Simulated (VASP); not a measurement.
Crystal: ZnO.

```
Zn O
1.0
     3.24940    0.00000    0.00000
    -1.62470    2.81406    0.00000
     0.00000    0.00000    5.20380
Zn O
2 2
Direct
  0.33333 0.66667 0.00000
  0.66667 0.33333 0.50000
  0.33333 0.66667 0.38300
  0.66667 0.33333 0.88300
```

| Quantity | Value |
| --- | --- |
| Program | VASP 6.6.1 |
| Task | relaxation of cell and atoms |
| Functional | PBE |
| Dispersion | D3(BJ) |
| Potentials or basis | VASP PAW PBE potentials, release 64 (Zn, O) |
| Cutoff | 600 eV |
| k mesh | 9 × 9 × 6 |
| Occupations | gaussian, width 0.02 eV |
| Spin | no spin polarisation |

At the start: pressure 2.8 GPa; volume 11.90 Å³/atom.

Task: Where does the relaxation end?

Result: Over 11 steps the energy falls by 2.3 meV/atom and the volume is 12.13 Å³/atom (+2.0 %); space group P6_3mc (No. 186, to 0.1 Å) before and after.

The path:
```tsv
step	energy change (eV)	largest force (eV/Å)	pressure (GPa)	volume (Å³)
1	0.0000	0.0640	2.76	47.58
2	-0.0060	0.0211	-1.38	49.01
3	-0.0081	0.0347	-0.04	48.52
4	-0.0084	0.0268	-0.03	48.51
5	-0.0089	0.0021	0.00	48.51
6	-0.0084	0.0507	0.07	48.49
7	-0.0090	0.0107	0.04	48.50
8	-0.0090	0.0123	-0.08	48.54
9	-0.0090	0.0025	0.00	48.52
10	-0.0090	0.0002	-0.02	48.52
11	-0.0090	0.0000	-0.02	48.52
```

Final structure:
```yaml
crystal:
  lattice:
    - [3.26159, 0.00000, 0.00000]
    - [-1.63079, 2.82462, 0.00000]
    - [0.00000, 0.00000, 5.26663]
  atoms:
    - { symbol: Zn, position: [0.33333, 0.66667, 0.00206] }
    - { symbol: Zn, position: [0.66667, 0.33333, 0.50206] }
    - { symbol: O, position: [0.33333, 0.66667, 0.38094] }
    - { symbol: O, position: [0.66667, 0.33333, 0.88094] }
```
